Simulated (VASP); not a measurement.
# BeTe: single point with PBE

The system is BeTe.

```xyz
2
Lattice="0.0000 2.8286 2.9619 2.8286 0.0000 2.9619 2.8286 2.8286 0.0000" Properties=species:S:1:pos:R:3 pbc="T T T"
Be    0.0000    0.0000    0.0000
Te    1.4143    1.4143    1.4809
```

This cell differs from its parent crystal: uniaxial z strain +4.7%.

- Program: VASP 6.6.1
- Task: single point
- Functional: PBE
- Potentials or basis: VASP PAW PBE potentials, release 64 (Be, Te)
- Cutoff: 520 eV
- k mesh: 8 × 8 × 8
- Occupations: fermi-dirac, width 0.02 eV
- Spin: no spin polarisation
- Dipole correction: no
- Further INCAR settings: ALGO = Normal; EDIFF = 1e-07; NBANDS = 11

```
Pressure               : -2.1 GPa
Band gap on the k mesh : 1.94 eV, indirect (least direct gap 3.30 eV)
```

Stress tensor (GPa, compression positive):
```
-1.14  0.00  0.00
 0.00 -1.14  0.00
 0.00  0.00 -4.01
```

Levels at points of the mesh, in eV from the valence-band top:
```tsv
k point	band 1	band 2	band 3	band 4	band 5	band 6	band 7	band 8	band 9
(0.00, 0.00, 0.00)	-12.00	-0.25	0.00	0.00	3.30	3.55	3.55	3.65	8.15
(0.50, 0.00, 0.00)	-10.80	-5.25	-1.31	-0.93	2.77	4.46	4.66	7.76	10.49
(0.50, 0.50, 0.00)	-10.47	-5.04	-2.31	-2.31	2.23	2.90	9.19	9.19	10.90
(0.50, 0.00, 0.50)	-10.31	-4.81	-2.64	-2.57	1.94	2.54	9.10	9.26	11.10
```

Wall time 22 s on 1 thread of Intel(R) Xeon(R) Platinum 8488C (Sapphire Rapids), on a shared host, peak memory 0.18 GiB.

Caveat: the cell differs from its parent crystal (uniaxial z strain +4.7%); spin-orbit coupling is left out, which moves the levels of the heavy elements. A k mesh can miss the band edges.
